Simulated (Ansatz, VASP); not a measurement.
**Two plane-wave programs on HfO2**

File INCAR:

```
ALGO = Normal
EDIFF = 1E-6
ENCUT = 520
GGA = PE
ISIF = 2
ISMEAR = 0
LASPH = T
LCHARG = F
LREAL = F
LWAVE = F
NBANDS = 18
NELM = 80
PREC = Accurate
SIGMA = 0.05
```

The input KPOINTS:

```
k-points
0
Gamma
  8 8 8
```

The input POSCAR:

```
HfO2
1.0
    0.0000000000      2.8708412057      2.0296847325
    2.8708412057      0.0000000000      2.0296847325
    2.8708412057      2.8708412057      0.0000000000
Hf O
1 2
Direct
    0.0000000000      0.0000000000      0.0000000000
    0.2500000000      0.2500000000      0.2500000000
    0.7500000000      0.7500000000      0.7500000000
```

Input for Ansatz:

```yaml
crystal:
  lattice:
    - [0.0, 2.8708412057, 2.0296847325]
    - [2.8708412057, 0.0, 2.0296847325]
    - [2.8708412057, 2.8708412057, 0.0]
  atoms:
    - { symbol: Hf, position: [0.0, 0.0, 0.0] }
    - { symbol: O, position: [0.25, 0.25, 0.25] }
    - { symbol: O, position: [0.75, 0.75, 0.75] }
basis:
  ecutwfc: 420
kpoints:
  mp_grid: { grid: [8, 8, 8] }
hamiltonian:
  xc: pbe
scf:
  occupations: { method: gaussian, width: 0.05 }
output:
  forces: true
  stress: true
  eigenvalues: true
```

Alike in both runs: task single point; functional PBE; k mesh 8 × 8 × 8; occupations gaussian, width 0.05 eV; no spin polarisation.

|  | VASP | Ansatz |
| --- | --- | --- |
| version | VASP 6.6.1 | Ansatz 0.2.0 |
| potentials or method | VASP PAW PBE potentials, release 64 (Hf_pv, O), cutoff 520 eV | scalar-relativistic, plane waves, PAW |
| valence electrons in the cell | 22 | 38 |

```csv
,VASP,Ansatz,Ansatz less VASP
gap on the k mesh at the Fermi level (eV),none,none,-
pressure (GPa),-0.2,2.7,+2.94
"traceless stress, the component that is largest in VASP (GPa)",69.35,69.14,-0.216
```

A gap of «none» marks a metal or a gap that the smearing closes. The functional is the same, so the differences come from potentials, cutoffs and numerics. VASP's potentials hold 22 valence electrons a cell and Ansatz's 38, so a difference there can come from the potentials and not from the codes.

Neither program's run includes spin-orbit coupling.
